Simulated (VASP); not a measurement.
# Te7Mo4 (a cell with a defect) in VASP: a series of runs, part 2 of 3

VASP 6.6.1.

## Step 3: Single point, PBE+D3(BJ)

INCAR

```
ALGO = Normal
EDIFF = 1E-6
ENCUT = 520
GGA = PE
ISIF = 2
ISMEAR = 0
IVDW = 12
LASPH = True
LCHARG = False
LREAL = False
LWAVE = False
NBANDS = 60
NELECT = 96.0
NELM = 80
PREC = Accurate
SIGMA = 0.05
```

KPOINTS

```
k-points
0
Gamma
  6 6 4
```

POSCAR

```
Te7Mo4
1.0
    3.4951625106     -6.0537990491      0.0000000000
   -6.9903250212      0.0000000000      0.0000000000
    0.0000000000      0.0000000000     -7.6242894603
Te Mo
7 4
Direct
    0.4600278681      0.4200557362      0.2385782919
    0.1666666667      0.8333333333      0.2385782919
    0.6666666667      0.8333333333      0.2385782919
    0.1666666667      0.3333333333      0.7614217081
    0.6666666667      0.3333333333      0.7614217081
    0.1666666667      0.8333333333      0.7614217081
    0.6666666667      0.8333333333      0.7614217081
    0.0000000000      0.5000000000      0.0000000000
    0.5000000000      0.5000000000      0.0000000000
    0.0000000000      1.0000000000      0.0000000000
    0.5000000000      1.0000000000      0.0000000000
```

Potentials or basis: VASP PAW PBE potentials, release 64 (Te, Mo_sv).

Started as:

```console
$ cat potpaw_PBE.64/Te/POTCAR potpaw_PBE.64/Mo_sv/POTCAR > POTCAR
$ mpirun -np 1 vasp_std > vasp.out
```

OUTCAR:

```text
EDIFF = 1E-6
   ENCUT = 520
   GGA = PE
   ISIF = 2
   ISMEAR = 0
   IVDW = 12
   LASPH = True
   LREAL = False
   NELECT = 96.0
   NELM = 80
   PREC = Accurate
 IVDW          = 12

 ion  position               nearest neighbor table
   1  0.460  0.420  0.239-   9 1.88   3 2.50   2 3.55  11 3.58  10 3.58
   2  0.167  0.833  0.239-   8 2.72  11 2.72  10 2.72   3 3.50   3 3.50   1 3.55   6 3.64
   3  0.667  0.833  0.239-   1 2.50   9 2.72  10 2.72  11 2.72   2 3.50   2 3.50   7 3.64
   4  0.167  0.333  0.761-  10 2.72   9 2.72   8 2.72   6 3.50   6 3.50   5 3.50   7 3.50   5 3.50
                             7 3.50
   5  0.667  0.333  0.761-  11 2.72   8 2.72   9 2.72   7 3.50   7 3.50   6 3.50   4 3.50   4 3.50
                             6 3.50
   6  0.167  0.833  0.761-   8 2.72  11 2.72  10 2.72   4 3.50   4 3.50   5 3.50   7 3.50   7 3.50
                             5 3.50   2 3.64
   7  0.667  0.833  0.761-   9 2.72  10 2.72  11 2.72   5 3.50   5 3.50   4 3.50   6 3.50   6 3.50
                             4 3.50   3 3.64
   8  0.000  0.500  0.000-   2 2.72   6 2.72   5 2.72   4 2.72
   9  0.500  0.500  0.000-   1 1.88   3 2.72   7 2.72   4 2.72   5 2.72
  10  0.000  0.000  0.000-   4 2.72   3 2.72   7 2.72   6 2.72   2 2.72   1 3.58
  11  0.500  0.000  0.000-   5 2.72   2 2.72   6 2.72   3 2.72   7 2.72   1 3.58

  LATTYP: Found a hexagonal cell.
 ALAT       =     6.9903250212
 C/A-ratio  =     1.0906916970

  Lattice vectors:

 A1 = (   3.4951625106,  -6.0537990491,   0.0000000000)
 A2 = (  -6.9903250212,   0.0000000000,   0.0000000000)
 A3 = (   0.0000000000,   0.0000000000,  -7.6242894603)

Analysis of symmetry for initial positions (statically):
=====================================================================
 Subroutine PRICEL returns:
 Original cell was already a primitive cell.

 Routine SETGRP: Setting up the symmetry group for a
 hexagonal supercell.

 Subroutine GETGRP returns: Found  2 space group operations
 (whereof  1 operations were pure point group operations)
 out of a pool of 24 trial point group operations.

The static configuration has the point symmetry C_1 .
 The point group associated with its full space group is C_1h.

Analysis of symmetry for dynamics (positions and initial velocities):
=====================================================================
 Subroutine PRICEL returns:
 Original cell was already a primitive cell.

 Routine SETGRP: Setting up the symmetry group for a
 hexagonal supercell.

 Subroutine GETGRP returns: Found  2 space group operations
 (whereof  1 operations were pure point group operations)
 out of a pool of 24 trial point group operations.

The dynamic configuration has the point symmetry C_1 .
 The point group associated with its full space group is C_1h.

 Subroutine INISYM returns: Found  2 space group operations
 (whereof  1 operations are pure point group operations),
 and found     1 'primitive' translations

----------------------------------------------------------------------------------------

                                     Primitive cell

  volume of cell :     322.6449

[... 89 lines left out ...]
   number of dos      NEDOS =    301   number of ions     NIONS =     11
   total plane-waves  NPLWV = 174960
   dimension x,y,z NGX =    54 NGY =   54 NGZ =   60
   dimension x,y,z NGXF=   108 NGYF=  108 NGZF=  120
   ions per type =               7   4
   NGX,Y,Z   is equivalent  to a cutoff of  12.84, 12.84, 13.08 a.u.
   NGXF,Y,Z  is equivalent  to a cutoff of  25.68, 25.68, 26.17 a.u.
 SYSTEM =  unknown system
   PREC   = accura    normal or accurate (medium, high low for compatibility)
   ISTART =      0    job   : 0-new  1-cont  2-samecut
   ICHARG =      2    charge: 1-file 2-atom 10-const
   ISPIN  =      1    spin polarized calculation?
   LNONCOLLINEAR =      F non collinear calculations
   LSORBIT =      F    spin-orbit coupling
   LASPH  =      T    aspherical Exc in radial PAW
   ENCUT  =  520.0 eV  38.22 Ry    6.18 a.u.  13.00 13.00 14.18*2*pi/ulx,y,z
   NELM   =     80;   NELMIN=  2; NELMDL= -5     # of ELM steps
   EDIFF  = 0.1E-05   stopping-criterion for ELM
   LREAL  =      F    real-space projection
   EDIFFG = 0.1E-04   stopping-criterion for IOM
   NSW    =      0    number of steps for IOM
   IBRION =     -1    ionic relax: 0-MD 1-quasi-New 2-CG
   NFREE  =      0    steps in history (QN), initial steepest desc. (CG)
   ISIF   =      2    stress and relaxation
   ISYM   =      2    0-nonsym 1-usesym 2-fastsym
   POTIM  = 0.5000    time-step for ionic-motion
   TEBEG  =    0.0;   TEEND  =   0.0 temperature during run
   PSTRESS=    0.0 pullay stress
   NELECT =      96.0000    total number of electrons
   NUPDOWN=      -1.0000    fix difference up-down
   EMIN   =  10.00;   EMAX   =-10.00  energy-range for DOS
   EFERMI =   0.00;   METHOD = LEGACY
   ISMEAR =     0;   SIGMA  =   0.05  broadening in eV -4-tet -1-fermi 0-gaus
   EFERMI_NEDOS =   21; number of points for ismear=-14 and -15
   IALGO  =     38    algorithm
   IMIX   =      4    mixing-type and parameters
     AMIX     =   0.40;   BMIX     =  1.00
     AMIX_MAG =   1.60;   BMIX_MAG =  1.00
  volume/ion in A,a.u.               =      29.33       197.94
  Fermi-wavevector in a.u.,A,eV,Ry     =   1.092925  2.065329 16.251953  1.194485
  Thomas-Fermi vector in A             =   2.229200
   LORBIT       =      0    0 simple, 1 ext, 2 COOP (PROOUT), +10 PAW based schemes
   GGA     = PE    functional components
   LHFCALC =     F    Hartree Fock is set to
   AEXX    =    0.0000 exact exchange contribution
   IVDW    =    12    specifies the selected vdW correction
   LEPSILON=     F    determine dielectric tensor
   LRPA    =     F    only Hartree local field effects (RPA)
 non-spin polarized calculation
 Gauss-broadening in eV      SIGMA  =   0.05
  energy-cutoff  :      520.00
  volume of cell :      322.64
 maximum number of plane-waves:      8715
 NGX is ok and might be reduce to    54
   NGX = 25   NGY = 25   NGZ = 29

 number of electron      96.0000002 magnetization

 Free energy of the ion-electron system (eV)
  ---------------------------------------------------
  ext. energy  EPLUGINS =         0.00000000
  ---------------------------------------------------
  free energy    TOTEN  =       -68.20896514 eV

  energy without entropy =      -68.20530574  energy(sigma->0) =      -68.20713544

 E-fermi :   6.0354     XC(G=0):  -9.2178

 val. band max:        6.0019320573   @ k =   0.0000   0.1667   0.0000
 cond. band min:       6.0711077747   @ k =   0.3333   0.3333   0.0000
 fundamental gap:      0.0691757174
 Fermi energy:         6.0353918116

 k-point     1 :       0.0000    0.0000    0.0000
  band No.  band energies     occupation
      1     -54.9391      2.00000
      2     -54.9330      2.00000
      3     -54.9209      2.00000
      4     -54.5742      2.00000
      5     -29.6964      2.00000
      6     -29.1654      2.00000
[... 1501 lines left out ...]
     59       8.5809      0.00000
     60       8.6439      0.00000

 [... further k-points ...]

------------------------ aborting loop because EDIFF is reached ----------------------------------------

 Edisp (eV)   -5.15833

 E8    (eV) :    -2.3861

  FORCE on cell =-STRESS in cart. coord.  units (eV):
  Direction    XX          YY          ZZ          XY          YZ          ZX
  --------------------------------------------------------------------------------------
  -------------------------------------------------------------------------------------
  Total     -18.79649   -27.86027    41.81406     7.84946    -8.68892   -15.04966
  in kB     -93.33889  -138.34744   207.63864    38.97855   -43.14708   -74.73302
  external pressure =       -8.02 kB  Pullay stress =        0.00 kB

 VOLUME and BASIS-vectors are now :
 -----------------------------------------------------------------------------
  energy-cutoff  :      520.00
  volume of cell :      322.64
      direct lattice vectors                 reciprocal lattice vectors
     3.495162511 -6.053799049  0.000000000     0.000000000 -0.165185529  0.000000000
    -6.990325021  0.000000000  0.000000000    -0.143054865 -0.082592765  0.000000000
     0.000000000  0.000000000 -7.624289460     0.000000000  0.000000000 -0.131159763

 POSITION                                       TOTAL-FORCE (eV/Angst)
 -----------------------------------------------------------------------------------
     -1.32845     -2.78492     -1.81899        12.805989      7.393541    -35.323689
     -5.24274     -1.00897     -1.81899         0.242493      0.140004     -0.455457
     -3.49516     -4.03587     -1.81899        -4.803277     -2.773173     -0.462822
     -1.74758     -1.00897     -5.80530        -0.148532      0.249352      0.086171
      0.00000     -4.03587     -5.80530         0.141680     -0.253308      0.086171
     -5.24274     -1.00897     -5.80530         0.271635      0.156829     -0.071218
     -3.49516     -4.03587     -5.80530        -0.329444     -0.190205      0.607825
     -3.49516      0.00000      0.00000         0.328785      0.189824      0.283321
     -1.74758     -3.02690      0.00000        -7.913871     -4.569075     34.710026
      0.00000      0.00000      0.00000        -0.148373     -0.430587      0.269836
      1.74758     -3.02690      0.00000        -0.447085      0.086798      0.269836
 -----------------------------------------------------------------------------------
    total drift:                                0.000041      0.000024     -0.001007

  FREE ENERGIE OF THE ION-ELECTRON SYSTEM (eV)
  ---------------------------------------------------
  free  energy   TOTEN  =       -73.3672993122 eV

  energy  without entropy=      -73.3636399165  energy(sigma->0) =      -73.36546961
```

Wall time 26 min (1 thread of Oxide Virtual Turin-like, shared host); peak memory 0.83 GiB.

Results:

```yaml
Free_energy: -73.3673 eV
Largest_force: 38.294 eV/Å
Dispersion_energy_per_atom: -0.469 eV
```

Forces on the atoms (eV/Å):
```
Te   12.806   7.394 -35.324
Te    0.242   0.140  -0.455
Te   -4.803  -2.773  -0.463
Te   -0.149   0.249   0.086
Te    0.142  -0.253   0.086
Te    0.272   0.157  -0.071
Te   -0.329  -0.190   0.608
Mo    0.329   0.190   0.283
Mo   -7.914  -4.569  34.710
Mo   -0.148  -0.431   0.270
Mo   -0.447   0.087   0.270
```

Levels at points of the mesh, in eV from the Fermi level:
| k point | band 45 | band 46 | band 47 | band 48 | band 49 | band 50 | band 51 | band 52 |
| --- | --- | --- | --- | --- | --- | --- | --- | --- |
| (0.00, 0.00, 0.00) | -0.77 | -0.71 | -0.44 | -0.20 | 0.69 | 0.96 | 1.15 | 1.38 |
| (0.50, 0.00, 0.00) | -0.75 | -0.50 | -0.37 | -0.12 | 0.06 | 0.26 | 0.80 | 1.05 |
| (0.00, 0.50, 0.00) | -0.88 | -0.69 | -0.60 | -0.24 | 0.06 | 0.61 | 1.01 | 1.12 |
| (0.00, 0.00, 0.50) | -0.69 | -0.50 | -0.25 | -0.21 | 0.71 | 0.90 | 1.15 | 1.34 |
| (0.50, 0.00, 0.50) | -0.76 | -0.56 | -0.49 | -0.05 | 0.09 | 0.25 | 0.84 | 1.06 |
| (0.00, 0.50, 0.50) | -0.87 | -0.71 | -0.62 | -0.38 | 0.06 | 0.76 | 0.97 | 1.23 |

Caveat: the cell carries a net charge on a neutralising background, which shifts energy and pressure; the cell differs from its parent crystal (atoms taken out, atom 1 moved 0.500 of the way to it and -0.525 Å across, host rigid); the cell is charged against a uniform background, so pressure and absolute levels hang on convention; atoms lie so close that the PAW spheres overlap strongly, which falsifies energies and pressures; spin-orbit coupling is left out, which moves the levels of the heavy elements.

[end of part 2 of 3]
